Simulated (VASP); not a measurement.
**C: single point with LDA**

Crystal: C.

```xyz
2
Lattice="0.0000 1.7659 1.7659 1.7659 0.0000 1.7659 1.7659 1.7659 0.0000" Properties=species:S:1:pos:R:3 pbc="T T T"
C     1.7659    1.7659    1.7659
C     2.6488    2.6488    2.6488
```

| Item | Value |
| --- | --- |
| Program | VASP 6.6.1 |
| Task | single point |
| Functional | LDA |
| Potentials or basis | VASP PAW LDA potentials, release 64 (C) |
| Cutoff | 520 eV |
| k mesh | 8 × 8 × 8 |
| Occupations | fermi-dirac, width 0.05 eV |
| Spin | no spin polarisation |

| Item | Value |
| --- | --- |
| Pressure | 1.6 GPa |
| Band gap on the k mesh | 4.17 eV, indirect (least direct gap 5.63 eV) |

Levels at points of the mesh, in eV from the valence-band top:
```csv
k point,band 1,band 2,band 3,band 4,band 5,band 6,band 7,band 8
"(0.00, 0.00, 0.00)",-21.72,0.00,0.00,0.00,5.63,5.63,5.63,14.24
"(0.50, 0.00, 0.00)",-15.70,-13.69,-2.87,-2.87,8.51,8.51,9.42,15.67
"(0.50, 0.50, 0.00)",-12.82,-12.82,-6.47,-6.47,4.77,4.77,17.08,17.08
```

Wall time 2.9 s on 1 thread of AMD EPYC 7R43 64-Core Processor (Zen 3), with other jobs on the host, peak memory 0.07 GiB.

A k mesh can miss the band edges. Expect the measured gap to be larger: semilocal functionals such as LDA lack the derivative discontinuity.
